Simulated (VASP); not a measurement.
# WSe2 (Amm2) in VASP: notebook

Aim: see how the results for WSe2 move with the level of theory and the settings. Levels: PBE, r2SCAN. Tasks: single point.

All numbers are computed with VASP 6.6.1; they aren't measurements. Logs are shortened: lines on timing, memory, paths and dates and some standing lists are left out, and cuts for length are marked.

### 1 The cell of the first run

The structure is orthorhombic, space group Amm2 (No. 38). The conventional cell has a = 7.184 Å, b = 3.439 Å, c = 5.711 Å, α = 90.00°, β = 90.00°, γ = 90.00°. Within 3.5 Å of W (site symmetry mm2) lie 6 Se at 2.53 to 2.56 Å and 6 W at 3.33 to 3.44 Å. Within 3.5 Å of Se (site symmetry m) lie 3 W at 2.53 to 2.56 Å and 7 Se at 3.28 to 3.44 Å.

### 2 Single point, PBE (uniaxial x strain +4.3%)

INCAR reads:

```
PREC = Accurate ; ENCUT = 520
EDIFF = 1E-6 ; ISMEAR = -1
SIGMA = 0.02 ; LREAL = F
LASPH = T ; NELM = 80
ALGO = Normal ; ISIF = 2
LWAVE = F ; LCHARG = T
GGA = PE ; LELF = T
LVHAR = T ; NBANDS = 20
```

KPOINTS reads:

```
Automatic mesh
0
Gamma
  12 12 4
```

POSCAR reads:

```
WSe2
1.0
    3.4389928780      0.0000000000      0.0000000000
   -1.7194964390      2.8554699863      0.0000000000
    0.0000000000      0.0000000000      7.1842669523
W Se
1 2
Direct
   -0.0018005424     -0.0036010847      0.0000000000
    0.3342336045      0.6684672091      0.2285019828
    0.3342336045      0.6684672091      0.7714980172
```

Potentials or basis: VASP PAW PBE potentials, release 64 (W_sv, Se).

Command:

```console
$ cat potpaw_PBE.64/W_sv/POTCAR potpaw_PBE.64/Se/POTCAR > POTCAR
$ mpirun -np 1 vasp_std > vasp.out
```

OUTCAR:

```text
PREC = Accurate
   ENCUT = 520
   EDIFF = 1E-6
   ISMEAR = -1
   LREAL = F
   LASPH = T
   NELM = 80
   ISIF = 2
   GGA = PE

 ion  position               nearest neighbor table
   1  0.998  0.996  0.000-   2 2.53   3 2.53   2 2.56   3 2.56   2 2.56   3 2.56
   2  0.334  0.668  0.229-   1 2.53   1 2.56   1 2.56
   3  0.334  0.668  0.771-   1 2.53   1 2.56   1 2.56

  Warning from LATTYP: Monoclinic adjustment (A1->A3, A2->A1, A3->A2)!
  LATTYP: Found a base centered orthorhombic cell.
 ALAT       =     3.4389928780
 B/A-ratio  =     1.6606431520
 C/A-ratio  =     2.0890613058

  Lattice vectors:

 A1 = (   1.7194964390,  -2.8554699863,   0.0000000000)
 A2 = (   1.7194964390,   2.8554699863,   0.0000000000)
 A3 = (   0.0000000000,   0.0000000000,   7.1842669523)

Analysis of symmetry for initial positions (statically):
=====================================================================
 Subroutine PRICEL returns:
 Original cell was already a primitive cell.

 Routine SETGRP: Setting up the symmetry group for a
 base centered orthorhombic supercell.

 Subroutine GETGRP returns: Found  4 space group operations
 (whereof  4 operations were pure point group operations)
 out of a pool of  8 trial point group operations.

The static configuration has the point symmetry C_2v.

Analysis of symmetry for dynamics (positions and initial velocities):
=====================================================================
 Subroutine PRICEL returns:
 Original cell was already a primitive cell.

 Routine SETGRP: Setting up the symmetry group for a
 base centered orthorhombic supercell.

 Subroutine GETGRP returns: Found  4 space group operations
 (whereof  4 operations were pure point group operations)
 out of a pool of  8 trial point group operations.

The dynamic configuration has the point symmetry C_2v.

 Subroutine INISYM returns: Found  4 space group operations
 (whereof  4 operations are pure point group operations),
 and found     1 'primitive' translations

----------------------------------------------------------------------------------------

                                     Primitive cell

  volume of cell :      70.5491

  direct lattice vectors                    reciprocal lattice vectors
     3.438992878  0.000000000  0.000000000     0.290782806  0.175102523  0.000000000
    -1.719496439  2.855469986  0.000000000     0.000000000  0.350205047  0.000000000
     0.000000000  0.000000000  7.184266952     0.000000000  0.000000000  0.139193046

  length of vectors
     3.438992878  3.333223192  7.184266952     0.339434138  0.350205047  0.139193046

  position of ions in fractional coordinates (direct lattice)
     0.998199458  0.996398915  0.000000000
     0.334233604  0.668467209  0.228501983
     0.334233604  0.668467209  0.771498017

  ion indices of the primitive-cell ions
   primitive index   ion index
                 1           1
                 2           2
                 3           3

----------------------------------------------------------------------------------------

 KPOINTS: Automatic mesh

Automatic generation of k-mesh.
 Grid dimensions read from file:
 generate k-points for:   12   12    4

 Generating k-lattice:

  Cartesian coordinates                     Fractional coordinates (reciprocal lattice)
     0.024231901  0.014591877  0.000000000     0.083333333  0.000000000  0.000000000
     0.000000000  0.029183754  0.000000000     0.000000000  0.083333333  0.000000000
     0.000000000  0.000000000  0.034798261     0.000000000  0.000000000  0.250000000

  Length of vectors
     0.028286178  0.029183754  0.034798261

  Shift w.r.t. Gamma in fractional coordinates (k-lattice)
     0.000000000  0.000000000  0.000000000

 Subroutine IBZKPT returns following result:
 ===========================================

 Found    129 irreducible k-points:

 Following reciprocal coordinates:
            Coordinates               Weight
  0.000000  0.000000  0.000000      1.000000
  0.083333  0.000000  0.000000      4.000000
  0.166667 -0.000000  0.000000      4.000000
  0.250000  0.000000  0.000000      4.000000
  0.333333  0.000000  0.000000      4.000000
  0.416667 -0.000000  0.000000      4.000000
[... 16 lines left out ...]
  0.333333  0.166667  0.000000      4.000000
  0.416667  0.166667  0.000000      4.000000
 [... further k-points ...]
   k-points           NKPTS =    129   k-points in BZ     NKDIM =    129   number of bands    NBANDS=     20
   number of dos      NEDOS =    301   number of ions     NIONS =      3
   total plane-waves  NPLWV =  42336
   dimension x,y,z NGX =    28 NGY =   28 NGZ =   54
   dimension x,y,z NGXF=    56 NGYF=   56 NGZF=  108
   ions per type =               1   2
   NGX,Y,Z   is equivalent  to a cutoff of  13.54, 13.97, 12.50 a.u.
   NGXF,Y,Z  is equivalent  to a cutoff of  27.07, 27.93, 24.99 a.u.
 SYSTEM =  unknown system
   PREC   = accura    normal or accurate (medium, high low for compatibility)
   ISTART =      0    job   : 0-new  1-cont  2-samecut
   ICHARG =      2    charge: 1-file 2-atom 10-const
   ISPIN  =      1    spin polarized calculation?
   LNONCOLLINEAR =      F non collinear calculations
   LSORBIT =      F    spin-orbit coupling
   LASPH  =      T    aspherical Exc in radial PAW
   ENCUT  =  520.0 eV  38.22 Ry    6.18 a.u.   6.39  6.20 13.36*2*pi/ulx,y,z
   NELM   =     80;   NELMIN=  2; NELMDL= -5     # of ELM steps
   EDIFF  = 0.1E-05   stopping-criterion for ELM
   LREAL  =      F    real-space projection
   EDIFFG = 0.1E-04   stopping-criterion for IOM
   NSW    =      0    number of steps for IOM
   IBRION =     -1    ionic relax: 0-MD 1-quasi-New 2-CG
   NFREE  =      0    steps in history (QN), initial steepest desc. (CG)
   ISIF   =      2    stress and relaxation
   ISYM   =      2    0-nonsym 1-usesym 2-fastsym
   POTIM  = 0.5000    time-step for ionic-motion
   TEBEG  =    0.0;   TEEND  =   0.0 temperature during run
   PSTRESS=    0.0 pullay stress
   NELECT =      26.0000    total number of electrons
   NUPDOWN=      -1.0000    fix difference up-down
   EMIN   =  10.00;   EMAX   =-10.00  energy-range for DOS
   EFERMI =   0.00;   METHOD = LEGACY
   ISMEAR =    -1;   SIGMA  =   0.02  broadening in eV -4-tet -1-fermi 0-gaus
   EFERMI_NEDOS =   21; number of points for ismear=-14 and -15
   IALGO  =     38    algorithm
   IMIX   =      4    mixing-type and parameters
     AMIX     =   0.40;   BMIX     =  1.00
     AMIX_MAG =   1.60;   BMIX_MAG =  1.00
  volume/ion in A,a.u.               =      23.52       158.70
  Fermi-wavevector in a.u.,A,eV,Ry     =   1.173732  2.218031 18.744013  1.377646
  Thomas-Fermi vector in A             =   2.310140
   LORBIT       =      0    0 simple, 1 ext, 2 COOP (PROOUT), +10 PAW based schemes
   GGA     = PE    functional components
   LHFCALC =     F    Hartree Fock is set to
   AEXX    =    0.0000 exact exchange contribution
   IVDW    =     0    specifies the selected vdW correction
   LEPSILON=     F    determine dielectric tensor
   LRPA    =     F    only Hartree local field effects (RPA)
 non-spin polarized calculation
  energy-cutoff  :      520.00
  volume of cell :       70.55
 maximum number of plane-waves:      1936
 NGX is ok and might be reduce to    28
   NGX = 13   NGY = 13   NGZ = 27

 number of electron      25.9999999 magnetization

 Free energy of the ion-electron system (eV)
  ---------------------------------------------------
  ext. energy  EPLUGINS =         0.00000000
  ---------------------------------------------------
  free energy    TOTEN  =       -21.56045938 eV

  energy without entropy =      -21.56045938  energy(sigma->0) =      -21.56045938

 E-fermi :   5.0285     XC(G=0):  -9.7528

 val. band max:        4.6800698165   @ k =   0.0000   0.0000   0.5000
 cond. band min:       5.7532825599   @ k =   0.3333   0.3333   0.0000
 fundamental gap:      1.0732127435
 Fermi energy:         5.0285312397

 k-point     1 :       0.0000    0.0000    0.0000
  band No.  band energies     occupation
      1     -69.6605      2.00000
      2     -33.8598      2.00000
      3     -33.8297      2.00000
      4     -33.7706      2.00000
      5     -10.2260      2.00000
      6      -8.8304      2.00000
[... 12 lines left out ...]
     19      11.6145      0.00000
     20      12.4540      0.00000

 k-point     2 :       0.0833    0.0000    0.0000
  band No.  band energies     occupation
      1     -69.6600      2.00000
      2     -33.8575      2.00000
      3     -33.8387      2.00000
      4     -33.7762      2.00000
      5     -10.1327      2.00000
      6      -8.7888      2.00000
[... 12 lines left out ...]
     19      11.8026      0.00000
     20      13.0067      0.00000

 k-point     3 :       0.1667   -0.0000    0.0000
  band No.  band energies     occupation
      1     -69.6588      2.00000
      2     -33.8658      2.00000
      3     -33.8514      2.00000
      4     -33.7887      2.00000
      5      -9.8661      2.00000
      6      -8.6707      2.00000
[... 12 lines left out ...]
     19      12.3023      0.00000
     20      13.1653      0.00000

 k-point     4 :       0.2500    0.0000    0.0000
  band No.  band energies     occupation
      1     -69.6571      2.00000
      2     -33.9064      2.00000
      3     -33.8430      2.00000
      4     -33.8021      2.00000
      5      -9.4681      2.00000
      6      -8.4971      2.00000
[... 429 lines left out ...]
 k-point    23 :       0.3333    0.1667    0.0000
  band No.  band energies     occupation
      1     -69.6532      2.00000
      2     -33.9693      2.00000
      3     -33.8545      2.00000
      4     -33.8249      2.00000
      5      -8.4699      2.00000
      6      -8.0520      2.00000
[... 12 lines left out ...]
     19      11.7936      0.00000
     20      12.7845      0.00000

 k-point    24 :       0.4167    0.1667    0.0000
  band No.  band energies     occupation
      1     -69.6530      2.00000
      2     -33.9767      2.00000
      3     -33.8553      2.00000
      4     -33.8235      2.00000
      5      -8.3579      2.00000
      6      -8.0153      2.00000
[... 12 lines left out ...]
     19      12.0128      0.00000
     20      12.4727      0.00000

 [... further k-points ...]

------------------------ aborting loop because EDIFF is reached ----------------------------------------

  FORCE on cell =-STRESS in cart. coord.  units (eV):
  Direction    XX          YY          ZZ          XY          YZ          ZX
  --------------------------------------------------------------------------------------
  -------------------------------------------------------------------------------------
  Total       -1.6167773      0.4966858      1.5895786      0.0000000      0.0000000      0.0000000
  in kB      -36.7171908     11.2797889     36.0995056      0.0000000      0.0000000      0.0000000
  external PRESSURE =       3.5540345 kB  Pullay stress =       0.0000000 kB

 VOLUME and BASIS-vectors are now :
 -----------------------------------------------------------------------------
  energy-cutoff  :      520.00
  volume of cell :       70.55
      direct lattice vectors                 reciprocal lattice vectors
     3.438992878  0.000000000  0.000000000     0.290782806  0.175102523  0.000000000
    -1.719496439  2.855469986  0.000000000     0.000000000  0.350205047  0.000000000
     0.000000000  0.000000000  7.184266952     0.000000000  0.000000000  0.139193046

 POSITION                                       TOTAL-FORCE (eV/Angst)
 -----------------------------------------------------------------------------------
      1.71950      2.84519      0.00000        -0.000000     -0.044458      0.000000
     -0.00000      1.90879      1.64162         0.000000      0.022229      0.315995
     -0.00000      1.90879      5.54265         0.000000      0.022229     -0.315995
 -----------------------------------------------------------------------------------
    total drift:                                0.000000      0.000148     -0.000000

  FREE ENERGIE OF THE ION-ELECTRON SYSTEM (eV)
  ---------------------------------------------------
  free  energy   TOTEN  =       -21.5604593813 eV

  energy  without entropy=      -21.5604593813  energy(sigma->0) =      -21.56045938
```

Run time: 1.7 min. Hardware: 1 thread of AMD EPYC 9R45 (Zen 5), shared host; peak memory 0.29 GiB.

Results:

| Quantity | Value |
| --- | --- |
| Free energy | -21.5605 eV |
| Pressure | 0.4 GPa |
| Largest force | 0.317 eV/Å |
| Band gap on the k mesh | 1.07 eV (least direct gap 1.31 eV) |

Forces on the atoms (eV/Å):
```
W    0.000 -0.044  0.000
Se   0.000  0.022  0.316
Se   0.000  0.022 -0.316
```

Caveat: the cell differs from its parent crystal (uniaxial x strain +4.3%); the stress differs along the axes, from -4 to 4 GPa; spin-orbit coupling is left out, which moves the levels of the heavy elements; this functional lacks dispersion, which binds layers or chains, so the pressure and a relaxed spacing across them are unreliable.

### 3 Single point, r2SCAN (uniaxial x strain +4.3%)

POSCAR is that of step 2.

INCAR.step1 reads:

```
SYSTEM = WSe2
ALGO = Normal
EDIFF = 1E-4
ENCUT = 520
GGA = PE
ISMEAR = 0
LASPH = .TRUE.
LCHARG = .FALSE.
LREAL = .FALSE.
LWAVE = .TRUE.
NBANDS = 20
NELM = 80
PREC = Accurate
SIGMA = 0.01
```

INCAR.step2 reads:

```
SYSTEM = WSe2
ALGO = Normal
EDIFF = 1E-7
ENCUT = 520
ISIF = 2
ISMEAR = 0
ISTART = 1
LASPH = .TRUE.
LCHARG = .TRUE.
LELF = .TRUE.
LMIXTAU = .TRUE.
LREAL = .FALSE.
LVHAR = .TRUE.
LWAVE = .FALSE.
METAGGA = R2SCAN
NBANDS = 20
NELM = 80
PREC = Accurate
SIGMA = 0.01
```

KPOINTS reads:

```
k-points
0
G
  12 12 4
  0 0 0
```

Potentials or basis: VASP PAW PBE potentials, release 64 (W_sv, Se).

Command:

```console
$ cat potpaw_PBE.64/W_sv/POTCAR potpaw_PBE.64/Se/POTCAR > POTCAR
$ cp INCAR.step1 INCAR
$ mpirun -np 1 vasp_std > vasp.out
$ cp INCAR.step2 INCAR
$ mpirun -np 1 vasp_std > vasp.out
```

It took 7.2 min on 1 thread of AMD EPYC 9R45 (Zen 5), shared host; peak memory 0.3 GiB.

The run converged. Its results:

* Free energy: -81.7136 eV
* Pressure: -1.5 GPa
* Largest force: 0.019 eV/Å
* Band gap on the k mesh: 1.16 eV (least direct gap 1.41 eV)

Forces in eV/Å, atoms in the order of the input:
```
W    0.000 -0.001  0.000
Se   0.000  0.000  0.019
Se   0.000  0.000 -0.019
```

Stress tensor (GPa, compression positive):
```
-5.35  0.00  0.00
 0.00 -0.26  0.00
 0.00  0.00  1.02
```

Levels at points of the mesh, in eV from the valence-band top:
| k point | band 11 | band 12 | band 13 | band 14 | band 15 | band 16 |
| --- | --- | --- | --- | --- | --- | --- |
| (0.00, 0.00, 0.00) | -1.72 | -1.54 | -0.67 | 2.61 | 2.66 | 2.83 |
| (0.50, 0.00, 0.00) | -2.05 | -1.43 | -1.39 | 1.93 | 2.44 | 3.93 |
| (0.00, 0.50, 0.00) | -1.91 | -1.85 | -1.22 | 2.08 | 2.43 | 3.97 |
| (0.00, 0.00, 0.50) | -1.93 | -1.65 | 0.00 | 2.55 | 2.74 | 2.77 |
| (0.50, 0.00, 0.50) | -2.72 | -1.35 | -1.16 | 1.95 | 2.54 | 3.43 |
| (0.00, 0.50, 0.50) | -2.57 | -1.79 | -0.98 | 2.09 | 2.56 | 3.33 |

Caveat: the cell differs from its parent crystal (uniaxial x strain +4.3%); the stress differs along the axes, from -5 to 1 GPa; the PAW data sets were made with another functional, which shifts forces and pressure a little; spin-orbit coupling is left out, which moves the levels of the heavy elements.
